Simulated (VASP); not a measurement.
# BiTe (P1) in VASP: single point with PBE

Aim: the single point of BiTe with PBE.

All numbers are computed with VASP 6.6.1; they aren't measurements. Logs are shortened: lines on timing, memory, paths and dates and some standing lists are left out, and cuts for length are marked.

**1. The cell of the first run**

The typed cell holds 2 atoms: a = 4.117 Å, b = 4.104 Å, c = 4.448 Å, α = 89.58°, β = 90.03°, γ = 118.36°.

**2. Single point, PBE (atoms moved at random and the cell strained at random)**

INCAR reads:

```
PREC = Accurate
ENCUT = 500
EDIFF = 1E-6
ISMEAR = 0
SIGMA = 0.05
LREAL = False
LASPH = True
NELM = 120
ALGO = Normal
ISIF = 2
LWAVE = False
LCHARG = False
GGA = PE
NBANDS = 18
GGA_COMPAT = False
```

KPOINTS reads:

```
Automatic mesh
0
Gamma
  10 10 8
```

POSCAR reads:

```
BiTe
1.0
    4.1164613026      0.0627002327     -0.0010585366
   -2.0039306570      3.5809371883      0.0152381889
   -0.0011327022      0.0181743977      4.4480269274
Bi Te
1 1
Direct
    0.0069673751      0.0119348652     -0.0143001266
    0.6596992916      0.3213984681      0.5143001266
```

Potentials or basis: VASP PAW PBE potentials, release 64 (Bi_d, Te).

On the command line:

```
$ cat potpaw_PBE.64/Bi_d/POTCAR potpaw_PBE.64/Te/POTCAR > POTCAR
$ mpirun -np 1 vasp_std > vasp.out
```

OUTCAR:

```text
PREC = Accurate
   ENCUT = 500
   EDIFF = 1E-6
   ISMEAR = 0
   LREAL = False
   LASPH = True
   NELM = 120
   ISIF = 2
   GGA = PE

 ion  position               nearest neighbor table
   1  0.007  0.012  0.986-   2 3.12   2 3.16   2 3.27   2 3.31   2 3.34   2 3.41
   2  0.660  0.321  0.514-   1 3.12   1 3.16   1 3.27   1 3.31   1 3.34   1 3.41

  LATTYP: Found a triclinic cell.
 ALAT       =     4.1035449829
 B/A-ratio  =     1.0032639925
 C/A-ratio  =     1.0839564863
 COS(alpha) =     0.0004495086
 COS(beta)  =     0.0074032956
 COS(gamma) =     0.4749954190

  Lattice vectors:

 A1 = (  -2.0039306570,   3.5809371883,   0.0152381889)
 A2 = (  -4.1164613026,  -0.0627002327,   0.0010585366)
 A3 = (  -0.0011327022,   0.0181743977,   4.4480269274)

Analysis of symmetry for initial positions (statically):
=====================================================================
 Subroutine PRICEL returns:
 Original cell was already a primitive cell.

 Routine SETGRP: Setting up the symmetry group for a
 triclinic supercell.

 Subroutine GETGRP returns: Found  1 space group operations
 (whereof  1 operations were pure point group operations)
 out of a pool of  2 trial point group operations.

The static configuration has the point symmetry C_1 .

Analysis of symmetry for dynamics (positions and initial velocities):
=====================================================================
 Subroutine PRICEL returns:
 Original cell was already a primitive cell.

 Routine SETGRP: Setting up the symmetry group for a
 triclinic supercell.

 Subroutine GETGRP returns: Found  1 space group operations
 (whereof  1 operations were pure point group operations)
 out of a pool of  2 trial point group operations.

The dynamic configuration has the point symmetry C_1 .

 Subroutine INISYM returns: Found  1 space group operations
 (whereof  1 operations are pure point group operations),
 and found     1 'primitive' translations

----------------------------------------------------------------------------------------

                                     Primitive cell

  volume of cell :      66.1252

  direct lattice vectors                    reciprocal lattice vectors
     4.116461303  0.062700233 -0.001058537     0.240873791  0.134797626 -0.000489437
    -2.003930657  3.580937188  0.015238189    -0.004217931  0.276900924 -0.001132476
    -0.001132702  0.018174398  4.448026927     0.000071773 -0.000916537  0.224822546

  length of vectors
     4.116938923  4.103544983  4.448064201     0.276026851  0.276935362  0.224824426

  position of ions in fractional coordinates (direct lattice)
     0.006967375  0.011934865  0.985699873
     0.659699292  0.321398468  0.514300127

  ion indices of the primitive-cell ions
   primitive index   ion index
                 1           1
                 2           2

----------------------------------------------------------------------------------------

 KPOINTS: Automatic mesh

Automatic generation of k-mesh.
 Grid dimensions read from file:
 generate k-points for:   10   10    8

 Generating k-lattice:

  Cartesian coordinates                     Fractional coordinates (reciprocal lattice)
     0.024087379  0.013479763 -0.000048944     0.100000000 -0.000000000  0.000000000
    -0.000421793  0.027690092 -0.000113248     0.000000000  0.100000000  0.000000000
     0.000008972 -0.000114567  0.028102818     0.000000000 -0.000000000  0.125000000

  Length of vectors
     0.027602685  0.027693536  0.028103053

  Shift w.r.t. Gamma in fractional coordinates (k-lattice)
     0.000000000  0.000000000  0.000000000

 Subroutine IBZKPT returns following result:
 ===========================================

 Found    404 irreducible k-points:

 Following reciprocal coordinates:
            Coordinates               Weight
  0.000000  0.000000  0.000000      1.000000
  0.100000  0.000000 -0.000000      2.000000
  0.200000  0.000000 -0.000000      2.000000
  0.300000  0.000000 -0.000000      2.000000
  0.400000  0.000000  0.000000      2.000000
  0.500000 -0.000000 -0.000000      1.000000
[... 16 lines left out ...]
 -0.400000  0.200000 -0.000000      2.000000
 -0.300000  0.200000  0.000000      2.000000
 [... further k-points ...]
   k-points           NKPTS =    404   k-points in BZ     NKDIM =    404   number of bands    NBANDS=     18
   number of dos      NEDOS =    301   number of ions     NIONS =      2
   total plane-waves  NPLWV =  28800
   dimension x,y,z NGX =    30 NGY =   30 NGZ =   32
   dimension x,y,z NGXF=    60 NGYF=   60 NGZF=   64
   ions per type =               1   1
   NGX,Y,Z   is equivalent  to a cutoff of  12.11, 12.15, 11.96 a.u.
   NGXF,Y,Z  is equivalent  to a cutoff of  24.23, 24.31, 23.92 a.u.
 SYSTEM =  unknown system
   PREC   = accura    normal or accurate (medium, high low for compatibility)
   ISTART =      0    job   : 0-new  1-cont  2-samecut
   ICHARG =      2    charge: 1-file 2-atom 10-const
   ISPIN  =      1    spin polarized calculation?
   LNONCOLLINEAR =      F non collinear calculations
   LSORBIT =      F    spin-orbit coupling
   LASPH  =      T    aspherical Exc in radial PAW
   ENCUT  =  500.0 eV  36.75 Ry    6.06 a.u.   7.51  7.48  8.11*2*pi/ulx,y,z
   NELM   =    120;   NELMIN=  2; NELMDL= -5     # of ELM steps
   EDIFF  = 0.1E-05   stopping-criterion for ELM
   LREAL  =      F    real-space projection
   EDIFFG = 0.1E-04   stopping-criterion for IOM
   NSW    =      0    number of steps for IOM
   IBRION =     -1    ionic relax: 0-MD 1-quasi-New 2-CG
   NFREE  =      0    steps in history (QN), initial steepest desc. (CG)
   ISIF   =      2    stress and relaxation
   ISYM   =      2    0-nonsym 1-usesym 2-fastsym
   POTIM  = 0.5000    time-step for ionic-motion
   TEBEG  =    0.0;   TEEND  =   0.0 temperature during run
   PSTRESS=    0.0 pullay stress
   NELECT =      21.0000    total number of electrons
   NUPDOWN=      -1.0000    fix difference up-down
   EMIN   =  10.00;   EMAX   =-10.00  energy-range for DOS
   EFERMI =   0.00;   METHOD = LEGACY
   ISMEAR =     0;   SIGMA  =   0.05  broadening in eV -4-tet -1-fermi 0-gaus
   EFERMI_NEDOS =   21; number of points for ismear=-14 and -15
   IALGO  =     38    algorithm
   IMIX   =      4    mixing-type and parameters
     AMIX     =   0.40;   BMIX     =  1.00
     AMIX_MAG =   1.60;   BMIX_MAG =  1.00
  volume/ion in A,a.u.               =      33.06       223.12
  Fermi-wavevector in a.u.,A,eV,Ry     =   1.116929  2.110690 16.973683  1.247531
  Thomas-Fermi vector in A             =   2.253547
   LORBIT       =      0    0 simple, 1 ext, 2 COOP (PROOUT), +10 PAW based schemes
   GGA     = PE    functional components
   LHFCALC =     F    Hartree Fock is set to
   AEXX    =    0.0000 exact exchange contribution
   IVDW    =     0    specifies the selected vdW correction
   LEPSILON=     F    determine dielectric tensor
   LRPA    =     F    only Hartree local field effects (RPA)
 non-spin polarized calculation
 Gauss-broadening in eV      SIGMA  =   0.05
  energy-cutoff  :      500.00
  volume of cell :       66.13
 maximum number of plane-waves:      1705
   NGX = 15   NGY = 15   NGZ = 17

 number of electron      20.9999997 magnetization

 Free energy of the ion-electron system (eV)
  ---------------------------------------------------
  ext. energy  EPLUGINS =         0.00000000
  ---------------------------------------------------
  free energy    TOTEN  =        -7.00179830 eV

  energy without entropy =       -6.99969867  energy(sigma->0) =       -7.00074849

 E-fermi :   6.8637     XC(G=0):  -9.5845

 val. band max:        6.8609738933   @ k =  -0.4000  -0.4000   0.2500
 cond. band min:       6.8639141589   @ k =   0.4000   0.4000   0.1250
 fundamental gap:      0.0029402655
 Fermi energy:         6.8637342723

 k-point     1 :       0.0000    0.0000    0.0000
  band No.  band energies     occupation
      1     -16.4493      2.00000
      2     -16.4257      2.00000
      3     -16.4205      2.00000
      4     -16.4165      2.00000
      5     -16.4125      2.00000
      6      -6.7053      2.00000
[... 10 lines left out ...]
     17      15.2676      0.00000
     18      16.1845      0.00000

 k-point     2 :       0.1000    0.0000   -0.0000
  band No.  band energies     occupation
      1     -16.4481      2.00000
      2     -16.4268      2.00000
      3     -16.4207      2.00000
      4     -16.4160      2.00000
      5     -16.4109      2.00000
      6      -6.6114      2.00000
[... 10 lines left out ...]
     17      15.1535      0.00000
     18      16.0821      0.00000

 k-point     3 :       0.2000    0.0000   -0.0000
  band No.  band energies     occupation
      1     -16.4453      2.00000
      2     -16.4298      2.00000
      3     -16.4213      2.00000
      4     -16.4157      2.00000
      5     -16.4056      2.00000
      6      -6.3349      2.00000
[... 10 lines left out ...]
     17      15.2451      0.00000
     18      15.6534      0.00000

 k-point     4 :       0.3000    0.0000   -0.0000
  band No.  band energies     occupation
      1     -16.4427      2.00000
      2     -16.4333      2.00000
      3     -16.4221      2.00000
      4     -16.4150      2.00000
      5     -16.3984      2.00000
      6      -5.8978      2.00000
[... 10 lines left out ...]
     17      15.4496      0.00000
     18      15.6244      0.00000

 k-point     5 :       0.4000    0.0000    0.0000
  band No.  band energies     occupation
      1     -16.4415      2.00000
      2     -16.4359      2.00000
      3     -16.4226      2.00000
      4     -16.4140      2.00000
      5     -16.3925      2.00000
      6      -5.3673      2.00000
[... 10 lines left out ...]
     17      15.5311      0.00000
     18      15.8888      0.00000

 k-point     6 :       0.5000   -0.0000   -0.0000
  band No.  band energies     occupation
      1     -16.4414      2.00000
      2     -16.4367      2.00000
      3     -16.4229      2.00000
      4     -16.4134      2.00000
      5     -16.3902      2.00000
      6      -5.0354      2.00000
[... 10 lines left out ...]
     17      15.8134      0.00000
     18      17.0440      0.00000

 k-point     7 :      -0.0000    0.1000   -0.0000
  band No.  band energies     occupation
      1     -16.4482      2.00000
      2     -16.4258      2.00000
      3     -16.4216      2.00000
      4     -16.4161      2.00000
      5     -16.4109      2.00000
      6      -6.6153      2.00000
[... 10 lines left out ...]
     17      14.8636      0.00000
     18      16.0161      0.00000

 k-point     8 :       0.1000    0.1000   -0.0000
  band No.  band energies     occupation
      1     -16.4463      2.00000
      2     -16.4274      2.00000
      3     -16.4223      2.00000
      4     -16.4161      2.00000
      5     -16.4073      2.00000
      6      -6.4398      2.00000
[... 10 lines left out ...]
     17      14.8620      0.00000
     18      15.1830      0.00000
[... 229 lines left out ...]
     17      16.5987      0.00000
     18      17.2554      0.00000

 k-point    20 :       0.3000    0.2000   -0.0000
  band No.  band energies     occupation
      1     -16.4378      2.00000
      2     -16.4342      2.00000
      3     -16.4258      2.00000
      4     -16.4098      2.00000
      5     -16.3969      2.00000
      6      -5.1873      2.00000
[... 10 lines left out ...]
     17      16.5127      0.00000
     18      18.0947      0.00000

 k-point    21 :       0.4000    0.2000   -0.0000
  band No.  band energies     occupation
      1     -16.4375      2.00000
      2     -16.4354      2.00000
      3     -16.4255      2.00000
      4     -16.4090      2.00000
      5     -16.3952      2.00000
      6      -4.7613      2.00000
[... 10 lines left out ...]
     17      15.3494      0.00000
     18      18.0423      0.00000

 k-point    22 :       0.5000    0.2000   -0.0000
  band No.  band energies     occupation
      1     -16.4378      2.00000
      2     -16.4360      2.00000
      3     -16.4245      2.00000
      4     -16.4109      2.00000
      5     -16.3945      2.00000
      6      -5.0495      2.00000
[... 10 lines left out ...]
     17      17.0222      0.00000
     18      18.0383      0.00000

 k-point    23 :      -0.4000    0.2000   -0.0000
  band No.  band energies     occupation
      1     -16.4393      2.00000
      2     -16.4352      2.00000
      3     -16.4233      2.00000
      4     -16.4130      2.00000
      5     -16.3966      2.00000
      6      -5.5829      2.00000
[... 10 lines left out ...]
     17      16.7052      0.00000
     18      17.4198      0.00000

 k-point    24 :      -0.3000    0.2000    0.0000
  band No.  band energies     occupation
      1     -16.4421      2.00000
      2     -16.4325      2.00000
      3     -16.4224      2.00000
      4     -16.4137      2.00000
      5     -16.4016      2.00000
      6      -6.0242      2.00000
[... 10 lines left out ...]
     17      15.1923      0.00000
     18      16.2743      0.00000

 [... further k-points ...]
[... 5 lines left out ...]
  --------------------------------------------------------------------------------------
  -------------------------------------------------------------------------------------
  Total        0.2825519     -0.0173819      0.3656437     -0.0849663     -0.1286330      0.0380880
  in kB        6.8460778     -0.4211535      8.8593453     -2.0586865     -3.1167062      0.9228512
  external PRESSURE =       5.0947565 kB  Pullay stress =       0.0000000 kB

 VOLUME and BASIS-vectors are now :
 -----------------------------------------------------------------------------
  energy-cutoff  :      500.00
  volume of cell :       66.13
      direct lattice vectors                 reciprocal lattice vectors
     4.116461303  0.062700233 -0.001058537     0.240873791  0.134797626 -0.000489437
    -2.003930657  3.580937188  0.015238189    -0.004217931  0.276900924 -0.001132476
    -0.001132702  0.018174398  4.448026927     0.000071773 -0.000916537  0.224822546

 POSITION                                       TOTAL-FORCE (eV/Angst)
 -----------------------------------------------------------------------------------
      0.00365      0.06109      4.38459         0.031715     -0.113972      0.167637
      2.07098      1.20162      2.29182        -0.031715      0.113972     -0.167637
 -----------------------------------------------------------------------------------
    total drift:                                0.000211     -0.000072     -0.000219

  FREE ENERGIE OF THE ION-ELECTRON SYSTEM (eV)
  ---------------------------------------------------
  free  energy   TOTEN  =        -7.0017982978 eV

  energy  without entropy=       -6.9996986732  energy(sigma->0) =       -7.00074849
```

Run time: 5.5 min. Hardware: 1 thread of Intel Xeon 8259CL, shared host; peak memory 0.54 GiB.

Results:

```
Free energy            : -7.0018 eV
Pressure               : 0.5 GPa
Largest force          : 0.205 eV/Å
Band gap on the k mesh : zero (an odd number of electrons rules out a gap without spin polarisation)
```

Forces in eV/Å, atoms in the order of the input:
```
Bi   0.032 -0.114  0.168
Te  -0.032  0.114 -0.168
```

Caveat: the cell differs from its parent crystal (atoms moved at random and the cell strained at random); spin-orbit coupling is left out, which moves the levels of the heavy elements.
